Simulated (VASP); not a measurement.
Set up this calculation in VASP 6.6.1, as the native input.

- Task: electric field gradients
- Functional: PBEsol
- Potentials or basis: VASP PAW PBE potentials, release 64 (Cu)
- Cutoff: 520 eV
- k mesh: 19 × 19 × 19
- Occupations: fermi-dirac, width 0.08 eV
- Spin: no spin polarisation
- Dipole correction: no
- Further INCAR settings: ALGO = Normal; EDIFF = 1e-08; NBANDS = 12

The structure of Cu lies in POSCAR:

```
Cu
1.0
   -0.0361500000      1.7894250000      1.7894250000
    1.7894250000     -0.0361500000      1.7894250000
    1.7894250000      1.7894250000     -0.0361500000
Cu
1
Direct
    0.0000000000      0.0000000000      0.0000000000
```

This cell differs from its parent crystal: equal xy, yz and zx shear strains of -2 %.

The input as run:

INCAR

```
PREC     = Accurate       # precision mode
ENCUT    = 520            # plane-wave cutoff, eV
EDIFF    = 1E-8           # SCF threshold, eV
ISMEAR   = -1             # smearing method
SIGMA    = 0.08           # smearing width, eV
LREAL    = F              # projectors in reciprocal space
LASPH    = T              # aspherical terms in the spheres
NELM     = 80             # most SCF steps
ALGO     = Normal         # electronic algorithm
ISIF     = 2              # what is computed and relaxed
LWAVE    = F              # write WAVECAR
LCHARG   = F              # write CHGCAR
GGA      = PS             # functional
LEFG     = T            
NBANDS   = 12             # bands
```

KPOINTS

```
Automatic mesh
0
Gamma
  19 19 19
```

Potentials or basis: VASP PAW PBE potentials, release 64 (Cu).

Run with:

```bash
$ cat potpaw_PBE.64/Cu/POTCAR > POTCAR
$ mpirun -np 1 vasp_std > vasp.out
```

It gave:

```json
{
 "Pressure": "-5.6 GPa"
}
```

Caveat: the cell differs from its parent crystal (equal xy, yz and zx shear strains of -2 %); without QUAD_EFG the Cq values of the log hold for a quadrupole moment of 1 mb, not for the nuclei; the PAW data sets were made with another functional, which shifts forces and pressure a little.

It took 46 s on 1 thread of Intel(R) Xeon(R) 6975P-C (Granite Rapids), with other jobs on the host, peak memory 0.2 GiB.
